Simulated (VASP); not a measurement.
# MoS2 (P-3m1) in VASP: a series of runs

Runs on MoS2. Level: PBE+D3(BJ). Tasks: single point.

Everything below comes from runs of VASP 6.6.1. Logs are shortened: lines on timing, memory, paths and dates and some standing lists are left out, and cuts for length are marked.

## 1. The cell of the first run

It takes space group P-3m1 (No. 164, trigonal). Conventional cell: a = 3.149 Å, b = 3.149 Å, c = 12.091 Å, α = 90.00°, β = 90.00°, γ = 120.00°. Within 3.2 Å of Mo (site symmetry 3m) lie 6 S at 2.35 to 2.45 Å and 6 Mo at 3.15 Å. Within 3.2 Å of S (site symmetry 3m) lie 3 Mo at 2.45 Å and 7 S at 3.13 to 3.15 Å. S (site symmetry 3m) has 3 Mo at 2.35 Å and 7 S at 3.13 to 3.15 Å within 3.2 Å.

## 2. Single point, PBE+D3(BJ) (atoms displaced along a vibrational mode)

INCAR

```
ALGO = Normal
EDIFF = 1E-6
ENCUT = 520
GGA = PE
ISIF = 2
ISMEAR = 0
IVDW = 12
LASPH = T
LCHARG = F
LREAL = F
LWAVE = F
NBANDS = 35
NELM = 60
PREC = Accurate
SIGMA = 0.05
```

KPOINTS

```
k-points
0
Gamma
  12 12 4
```

POSCAR

```
MoS2
1.0
    3.1493511256      0.0000000000      0.0000000000
   -1.5746755628      2.7274180802      0.0000000000
    0.0000000000      0.0000000000     12.0907538840
Mo S
2 4
Direct
    0.3333333333      0.6666666667      0.2473191459
    0.6666666667      0.3333333333      0.7526808541
    0.3333333333      0.6666666667      0.6163551774
    0.6666666667      0.3333333333      0.1246259602
    0.3333333333      0.6666666667      0.8753740398
    0.6666666667      0.3333333333      0.3836448226
```

Potentials or basis: VASP PAW PBE potentials, release 64 (Mo_sv, S).

Command:

```sh
cat potpaw_PBE.64/Mo_sv/POTCAR potpaw_PBE.64/S/POTCAR > POTCAR
mpirun -np 1 vasp_std > vasp.out
```

OUTCAR:

```text
EDIFF = 1E-6
   ENCUT = 520
   GGA = PE
   ISIF = 2
   ISMEAR = 0
   IVDW = 12
   LASPH = T
   LREAL = F
   NELM = 60
   PREC = Accurate
 IVDW          = 12

 ion  position               nearest neighbor table
   1  0.333  0.667  0.247-   4 2.35   4 2.35   4 2.35   6 2.45   6 2.45   6 2.45
   2  0.667  0.333  0.753-   5 2.35   5 2.35   5 2.35   3 2.45   3 2.45   3 2.45
   3  0.333  0.667  0.616-   2 2.45   2 2.45   2 2.45
   4  0.667  0.333  0.125-   1 2.35   1 2.35   1 2.35
   5  0.333  0.667  0.875-   2 2.35   2 2.35   2 2.35
   6  0.667  0.333  0.384-   1 2.45   1 2.45   1 2.45

  LATTYP: Found a hexagonal cell.
 ALAT       =     3.1493511256
 C/A-ratio  =     3.8391253950

  Lattice vectors:

 A1 = (   3.1493511256,   0.0000000000,   0.0000000000)
 A2 = (  -1.5746755628,   2.7274180802,   0.0000000000)
 A3 = (   0.0000000000,   0.0000000000,  12.0907538840)

Analysis of symmetry for initial positions (statically):
=====================================================================
 Subroutine PRICEL returns:
 Original cell was already a primitive cell.

 Routine SETGRP: Setting up the symmetry group for a
 hexagonal supercell.

 Subroutine GETGRP returns: Found 12 space group operations
 (whereof 12 operations were pure point group operations)
 out of a pool of 24 trial point group operations.

The static configuration has the point symmetry D_3d.

Analysis of symmetry for dynamics (positions and initial velocities):
=====================================================================
 Subroutine PRICEL returns:
 Original cell was already a primitive cell.

 Routine SETGRP: Setting up the symmetry group for a
 hexagonal supercell.

 Subroutine GETGRP returns: Found 12 space group operations
 (whereof 12 operations were pure point group operations)
 out of a pool of 24 trial point group operations.

The dynamic configuration has the point symmetry D_3d.

 Subroutine INISYM returns: Found 12 space group operations
 (whereof 12 operations are pure point group operations),
 and found     1 'primitive' translations

----------------------------------------------------------------------------------------

                                     Primitive cell

  volume of cell :     103.8547

  direct lattice vectors                    reciprocal lattice vectors
     3.149351126  0.000000000  0.000000000     0.317525725  0.183323563  0.000000000
    -1.574675563  2.727418080  0.000000000     0.000000000  0.366647126  0.000000000
     0.000000000  0.000000000 12.090753884     0.000000000  0.000000000  0.082707829

  length of vectors
     3.149351126  3.149351126 12.090753884     0.366647126  0.366647126  0.082707829

  position of ions in fractional coordinates (direct lattice)
     0.333333333  0.666666667  0.247319146
     0.666666667  0.333333333  0.752680854
     0.333333333  0.666666667  0.616355177
     0.666666667  0.333333333  0.124625960
     0.333333333  0.666666667  0.875374040
     0.666666667  0.333333333  0.383644823

  ion indices of the primitive-cell ions
   primitive index   ion index
                 1           1
                 2           2
                 3           3
                 4           4
                 5           5
                 6           6

----------------------------------------------------------------------------------------

 KPOINTS: k-points

Automatic generation of k-mesh.
 Grid dimensions read from file:
 generate k-points for:   12   12    4

 Generating k-lattice:

  Cartesian coordinates                     Fractional coordinates (reciprocal lattice)
     0.026460477  0.015276964  0.000000000     0.083333333  0.000000000  0.000000000
     0.000000000  0.030553927  0.000000000     0.000000000  0.083333333  0.000000000
     0.000000000  0.000000000  0.020676957     0.000000000  0.000000000  0.250000000

  Length of vectors
     0.030553927  0.030553927  0.020676957

  Shift w.r.t. Gamma in fractional coordinates (k-lattice)
     0.000000000  0.000000000  0.000000000

 Subroutine IBZKPT returns following result:
 ===========================================

 Found     69 irreducible k-points:

 Following reciprocal coordinates:
            Coordinates               Weight
  0.000000  0.000000  0.000000      1.000000
  0.083333 -0.000000  0.000000      6.000000
  0.166667  0.000000  0.000000      6.000000
  0.250000 -0.000000  0.000000      6.000000
  0.333333 -0.000000  0.000000      6.000000
  0.416667  0.000000  0.000000      6.000000
[... 16 lines left out ...]
  0.166667  0.000000  0.250000      6.000000
  0.000000  0.166667  0.250000      6.000000
 [... further k-points ...]
   k-points           NKPTS =     69   k-points in BZ     NKDIM =     69   number of bands    NBANDS=     35
   number of dos      NEDOS =    301   number of ions     NIONS =      6
   total plane-waves  NPLWV =  51840
   dimension x,y,z NGX =    24 NGY =   24 NGZ =   90
   dimension x,y,z NGXF=    48 NGYF=   48 NGZF=  180
   ions per type =               2   4
   NGX,Y,Z   is equivalent  to a cutoff of  12.67, 12.67, 12.37 a.u.
   NGXF,Y,Z  is equivalent  to a cutoff of  25.34, 25.34, 24.75 a.u.
 SYSTEM =  unknown system
   PREC   = accura    normal or accurate (medium, high low for compatibility)
   ISTART =      0    job   : 0-new  1-cont  2-samecut
   ICHARG =      2    charge: 1-file 2-atom 10-const
   ISPIN  =      1    spin polarized calculation?
   LNONCOLLINEAR =      F non collinear calculations
   LSORBIT =      F    spin-orbit coupling
   LASPH  =      T    aspherical Exc in radial PAW
   ENCUT  =  520.0 eV  38.22 Ry    6.18 a.u.   5.86  5.86 22.48*2*pi/ulx,y,z
   NELM   =     60;   NELMIN=  2; NELMDL= -5     # of ELM steps
   EDIFF  = 0.1E-05   stopping-criterion for ELM
   LREAL  =      F    real-space projection
   EDIFFG = 0.1E-04   stopping-criterion for IOM
   NSW    =      0    number of steps for IOM
   IBRION =     -1    ionic relax: 0-MD 1-quasi-New 2-CG
   NFREE  =      0    steps in history (QN), initial steepest desc. (CG)
   ISIF   =      2    stress and relaxation
   ISYM   =      2    0-nonsym 1-usesym 2-fastsym
   POTIM  = 0.5000    time-step for ionic-motion
   TEBEG  =    0.0;   TEEND  =   0.0 temperature during run
   PSTRESS=    0.0 pullay stress
   NELECT =      52.0000    total number of electrons
   NUPDOWN=      -1.0000    fix difference up-down
   EMIN   =  10.00;   EMAX   =-10.00  energy-range for DOS
   EFERMI =   0.00;   METHOD = LEGACY
   ISMEAR =     0;   SIGMA  =   0.05  broadening in eV -4-tet -1-fermi 0-gaus
   EFERMI_NEDOS =   21; number of points for ismear=-14 and -15
   IALGO  =     38    algorithm
   IMIX   =      4    mixing-type and parameters
     AMIX     =   0.40;   BMIX     =  1.00
     AMIX_MAG =   1.60;   BMIX_MAG =  1.00
  volume/ion in A,a.u.               =      17.31       116.81
  Fermi-wavevector in a.u.,A,eV,Ry     =   1.299972  2.456590 22.992844  1.689926
  Thomas-Fermi vector in A             =   2.431201
   LORBIT       =      0    0 simple, 1 ext, 2 COOP (PROOUT), +10 PAW based schemes
   GGA     = PE    functional components
   LHFCALC =     F    Hartree Fock is set to
   AEXX    =    0.0000 exact exchange contribution
   IVDW    =    12    specifies the selected vdW correction
   LEPSILON=     F    determine dielectric tensor
   LRPA    =     F    only Hartree local field effects (RPA)
 non-spin polarized calculation
 Gauss-broadening in eV      SIGMA  =   0.05
  energy-cutoff  :      520.00
  volume of cell :      103.85
 maximum number of plane-waves:      2820
   NGX = 11   NGY = 11   NGZ = 45

 number of electron      51.9999998 magnetization

 Free energy of the ion-electron system (eV)
  ---------------------------------------------------
  ext. energy  EPLUGINS =         0.00000000
  ---------------------------------------------------
  free energy    TOTEN  =       -43.33528008 eV

  energy without entropy =      -43.33528008  energy(sigma->0) =      -43.33528008

 E-fermi :   8.3557     XC(G=0): -11.0119

 val. band max:        8.0556717222   @ k =   0.0000   0.0000   0.0000
 cond. band min:       8.6561092407   @ k =   0.1667   0.1667   0.0000
 fundamental gap:      0.6004375184
 Fermi energy:         8.3557203393

 k-point     1 :       0.0000    0.0000    0.0000
  band No.  band energies     occupation
      1     -53.5932      2.00000
      2     -53.5932      2.00000
      3     -27.7587      2.00000
      4     -27.7586      2.00000
      5     -27.5194      2.00000
      6     -27.5194      2.00000
[... 27 lines left out ...]
     34      10.5633      0.00000
     35      13.5626      0.00000

 k-point     2 :       0.0833   -0.0000    0.0000
  band No.  band energies     occupation
      1     -53.5903      2.00000
      2     -53.5903      2.00000
      3     -27.7531      2.00000
      4     -27.7530      2.00000
      5     -27.5480      2.00000
      6     -27.5480      2.00000
[... 27 lines left out ...]
     34      10.5737      0.00000
     35      14.0592      0.00000

 k-point     3 :       0.1667    0.0000    0.0000
  band No.  band energies     occupation
      1     -53.5824      2.00000
      2     -53.5824      2.00000
      3     -27.7379      2.00000
      4     -27.7378      2.00000
      5     -27.6255      2.00000
      6     -27.6255      2.00000
[... 27 lines left out ...]
     34      10.8555      0.00000
     35      15.0738      0.00000

 k-point     4 :       0.2500   -0.0000    0.0000
  band No.  band energies     occupation
      1     -53.5716      2.00000
      2     -53.5716      2.00000
      3     -27.7324      2.00000
      4     -27.7324      2.00000
      5     -27.7146      2.00000
      6     -27.7145      2.00000
[... 27 lines left out ...]
     34      11.2892      0.00000
     35      15.3500      0.00000

 k-point     5 :       0.3333   -0.0000    0.0000
  band No.  band energies     occupation
      1     -53.5608      2.00000
      2     -53.5608      2.00000
      3     -27.8335      2.00000
      4     -27.8335      2.00000
      5     -27.6953      2.00000
      6     -27.6952      2.00000
[... 638 lines left out ...]
 k-point    22 :       0.0000    0.0833    0.2500
  band No.  band energies     occupation
      1     -53.5903      2.00000
      2     -53.5903      2.00000
      3     -27.7531      2.00000
      4     -27.7530      2.00000
      5     -27.5480      2.00000
      6     -27.5480      2.00000
[... 27 lines left out ...]
     34      10.5729      0.00000
     35      14.0815      0.00000

 k-point    23 :       0.1667    0.0000    0.2500
  band No.  band energies     occupation
      1     -53.5824      2.00000
      2     -53.5824      2.00000
      3     -27.7379      2.00000
      4     -27.7378      2.00000
      5     -27.6255      2.00000
      6     -27.6255      2.00000
[... 27 lines left out ...]
     34      10.8503      0.00000
     35      15.1249      0.00000

 k-point    24 :       0.0000    0.1667    0.2500
  band No.  band energies     occupation
      1     -53.5824      2.00000
      2     -53.5824      2.00000
      3     -27.7379      2.00000
      4     -27.7378      2.00000
      5     -27.6255      2.00000
      6     -27.6255      2.00000
[... 27 lines left out ...]
     34      10.8443      0.00000
     35      15.1051      0.00000

 [... further k-points ...]

------------------------ aborting loop because EDIFF is reached ----------------------------------------

 Edisp (eV)   -2.62469

 E8    (eV) :    -1.0583

  FORCE on cell =-STRESS in cart. coord.  units (eV):
  Direction    XX          YY          ZZ          XY          YZ          ZX
  --------------------------------------------------------------------------------------
  -------------------------------------------------------------------------------------
  Total       0.37242     0.37242     0.24134     0.00000     0.00000     0.00000
  in kB       5.74543     5.74543     3.72315     0.00000     0.00000     0.00000
  external pressure =        5.07 kB  Pullay stress =        0.00 kB

 VOLUME and BASIS-vectors are now :
 -----------------------------------------------------------------------------
  energy-cutoff  :      520.00
  volume of cell :      103.85
      direct lattice vectors                 reciprocal lattice vectors
     3.149351126  0.000000000  0.000000000     0.317525725  0.183323563  0.000000000
    -1.574675563  2.727418080  0.000000000     0.000000000  0.366647126  0.000000000
     0.000000000  0.000000000 12.090753884     0.000000000  0.000000000  0.082707829

 POSITION                                       TOTAL-FORCE (eV/Angst)
 -----------------------------------------------------------------------------------
     -0.00000      1.81828      2.99027        -0.000000      0.000000      2.500814
      1.57468      0.90914      9.10048         0.000000      0.000000     -2.500814
     -0.00000      1.81828      7.45220        -0.000000     -0.000000      1.180276
      1.57468      0.90914      1.50682         0.000000      0.000000     -1.399025
     -0.00000      1.81828     10.58393        -0.000000     -0.000000      1.399025
      1.57468      0.90914      4.63856         0.000000      0.000000     -1.180276
 -----------------------------------------------------------------------------------
    total drift:                                0.000000     -0.000000     -0.000000

  FREE ENERGIE OF THE ION-ELECTRON SYSTEM (eV)
  ---------------------------------------------------
  free  energy   TOTEN  =       -45.9599696159 eV

  energy  without entropy=      -45.9599696159  energy(sigma->0) =      -45.95996962
```

It took 7.4 min on 1 thread of Intel Xeon 8259CL, shared host; peak memory 0.32 GiB.

What came out:

- Free energy: -45.9600 eV
- Pressure: 0.5 GPa
- Largest force: 2.501 eV/Å
- Band gap on the k mesh: 0.60 eV (least direct gap 1.70 eV)
- Dispersion energy per atom: -0.437 eV

Forces on the atoms (eV/Å):
```
Mo   0.000  0.000  2.501
Mo   0.000  0.000 -2.501
S    0.000  0.000  1.180
S    0.000  0.000 -1.399
S    0.000  0.000  1.399
S    0.000  0.000 -1.180
```

Stress tensor (GPa, compression positive):
```
0.57 0.00 0.00
0.00 0.57 0.00
0.00 0.00 0.37
```

Levels at points of the mesh, in eV from the valence-band top:
```tsv
k point	band 22	band 23	band 24	band 25	band 26	band 27	band 28	band 29	band 30	band 31
(0.00, 0.00, 0.00)	-2.18	-2.18	-1.28	-1.27	0.00	1.76	1.76	1.88	1.88	2.36
(0.50, 0.00, 0.00)	-2.68	-1.87	-1.59	-1.57	-1.41	1.49	1.55	1.86	2.15	2.68
(0.00, 0.00, 0.50)	-2.23	-2.20	-2.20	-0.58	-0.09	1.75	1.75	1.89	1.89	2.39
(0.50, 0.00, 0.50)	-2.81	-1.79	-1.67	-1.54	-1.43	1.51	1.53	2.00	2.05	2.89
```

Caveat: the cell differs from its parent crystal (atoms displaced along a vibrational mode); semilocal functionals underestimate gaps, and a narrow one can read as zero; forces of over 1 eV/Å act on the atoms, so gaps and moduli don't describe the material at rest.

## 3. Single point, PBE+D3(BJ) (atoms displaced along a vibrational mode)

INCAR

```
  PREC = Accurate
  ENCUT = 520
  EDIFF = 1E-6
  ISMEAR = 0
  SIGMA = 0.05
  LREAL = F
  LASPH = T
  NELM = 100
  ALGO = Normal
  ISIF = 2
  LWAVE = F
  LCHARG = T
  GGA = PE
  IVDW = 12
  LELF = T
  LVHAR = T
  NBANDS = 35
```

KPOINTS

```
Automatic mesh
0
Gamma
  12 12 4
```

POSCAR

```
MoS2
1.0
    3.1493511256      0.0000000000      0.0000000000
   -1.5746755628      2.7274180802      0.0000000000
    0.0000000000      0.0000000000     12.0907538840
Mo S
2 4
Direct
    0.3333333333      0.6666666667      0.2459787189
    0.6666666667      0.3333333333      0.7540212811
    0.3333333333      0.6666666667      0.6142874817
    0.6666666667      0.3333333333      0.1266936559
    0.3333333333      0.6666666667      0.8733063441
    0.6666666667      0.3333333333      0.3857125183
```

Potentials or basis: VASP PAW PBE potentials, release 64 (Mo_sv, S).

Command:

```sh
cat potpaw_PBE.64/Mo_sv/POTCAR potpaw_PBE.64/S/POTCAR > POTCAR
mpirun -np 1 vasp_std > vasp.out
```

Run time: 7.7 min. Hardware: 1 thread of Intel Xeon 8259CL, shared host; peak memory 0.32 GiB.

It converged, with:

- Free energy: -45.6981 eV
- Pressure: 1.3 GPa
- Largest force: 3.731 eV/Å
- Band gap on the k mesh: 0.39 eV (least direct gap 1.50 eV)
- Dispersion energy per atom: -0.437 eV

Forces on the atoms (eV/Å):
```
Mo   0.000  0.000  3.731
Mo   0.000  0.000 -3.731
S    0.000  0.000  1.665
S    0.000  0.000 -2.185
S    0.000  0.000  2.185
S    0.000  0.000 -1.665
```

Stress tensor (GPa, compression positive):
```
1.48 0.00 0.00
0.00 1.48 0.00
0.00 0.00 1.07
```

Levels at points of the mesh, in eV from the valence-band top:
```csv
k point,band 23,band 24,band 25,band 26,band 27,band 28,band 29,band 30
"(0.00, 0.00, 0.00)",-2.23,-1.45,-1.29,0.00,1.50,1.50,1.65,1.65
"(0.50, 0.00, 0.00)",-1.98,-1.67,-1.67,-1.50,1.34,1.40,1.71,1.97
"(0.00, 0.00, 0.50)",-2.24,-2.24,-0.76,-0.04,1.50,1.50,1.66,1.66
"(0.50, 0.00, 0.50)",-1.92,-1.74,-1.66,-1.49,1.35,1.38,1.84,1.90
```

Caveat: the cell differs from its parent crystal (atoms displaced along a vibrational mode); semilocal functionals underestimate gaps, and a narrow one can read as zero; forces of over 1 eV/Å act on the atoms, so gaps and moduli don't describe the material at rest. A k mesh can miss the band edges.

## 4. Single point, PBE+D3(BJ) (atoms displaced along a vibrational mode)

INCAR

```
  PREC = Accurate
  ENCUT = 520
  EDIFF = 1E-6
  ISMEAR = 0
  SIGMA = 0.05
  LREAL = False
  LASPH = True
  NELM = 100
  ALGO = Normal
  ISIF = 2
  LWAVE = False
  LCHARG = False
  GGA = PE
  IVDW = 12
  NBANDS = 35
```

KPOINTS is that of step 3.

POSCAR

```
MoS2
1.0
    3.1493511256      0.0000000000      0.0000000000
   -1.5746755628      2.7274180802      0.0000000000
    0.0000000000      0.0000000000     12.0907538840
Mo S
2 4
Direct
    0.3333333333      0.6666666667      0.2486595730
    0.6666666667      0.3333333333      0.7513404270
    0.3333333333      0.6666666667      0.6184228731
    0.6666666667      0.3333333333      0.1225582645
    0.3333333333      0.6666666667      0.8774417355
    0.6666666667      0.3333333333      0.3815771269
```

Command:

```sh
cat potpaw_PBE.64/Mo_sv/POTCAR potpaw_PBE.64/S/POTCAR > POTCAR
mpirun -np 1 vasp_std > vasp.out
```

It took 7.4 min on 1 thread of Intel Xeon 8259CL, shared host; peak memory 0.32 GiB.

It converged, with:

```
Free energy                : -46.1177 eV
Pressure                   : 0.0 GPa
Largest force              : 1.254 eV/Å
Band gap on the k mesh     : 0.75 eV (least direct gap 1.70 eV)
Dispersion energy per atom : -0.437 eV
```

Forces on the atoms (eV/Å):
```
Mo   0.000  0.000  1.254
Mo   0.000  0.000 -1.254
S    0.000  0.000  0.630
S    0.000  0.000 -0.664
S    0.000  0.000  0.664
S    0.000  0.000 -0.630
```

Stress tensor (GPa, compression positive):
```
 0.04  0.00  0.00
 0.00  0.04  0.00
 0.00  0.00 -0.06
```

Levels at points of the mesh, in eV from the valence-band top:
```
           k point  band 24  band 25  band 26  band 27  band 28  band 29
(0.00, 0.00, 0.00)    -1.28    -1.15     0.00     1.97     1.97     2.06
(0.50, 0.00, 0.00)    -1.54    -1.51    -1.35     1.59     1.64     1.96
(0.00, 0.00, 0.50)    -2.18    -0.41    -0.16     1.96     1.96     2.06
(0.50, 0.00, 0.50)    -1.64    -1.45    -1.39     1.61     1.62     2.12
```

Caveat: the cell differs from its parent crystal (atoms displaced along a vibrational mode); semilocal functionals underestimate gaps, and a narrow one can read as zero; forces of over 1 eV/Å act on the atoms, so gaps and moduli don't describe the material at rest. A k mesh can miss the band edges.

## 5. Summary

```tsv
cell	gap on the mesh (eV)	pressure (GPa)	largest force (eV/Å)
as given, atomic positions A	0.60	0.5	2.50
as given, atomic positions B	0.39	1.3	3.73
as given, atomic positions C	0.75	0.0	1.25
```

Alike in all rows: task single point; level PBE+D3(BJ); potentials or basis VASP PAW PBE potentials, release 64 (Mo_sv, S); no spin polarisation; k mesh 12 × 12 × 4; cutoff (eV) 520; smearing gaussian 0.05 eV.

Caveats: semilocal functionals underestimate gaps, and a narrow one can read as zero; forces of over 1 eV/Å act on the atoms, so gaps and moduli don't describe the material at rest.

Total energies depend on the potentials used, so only differences within one code and one set of settings carry meaning.
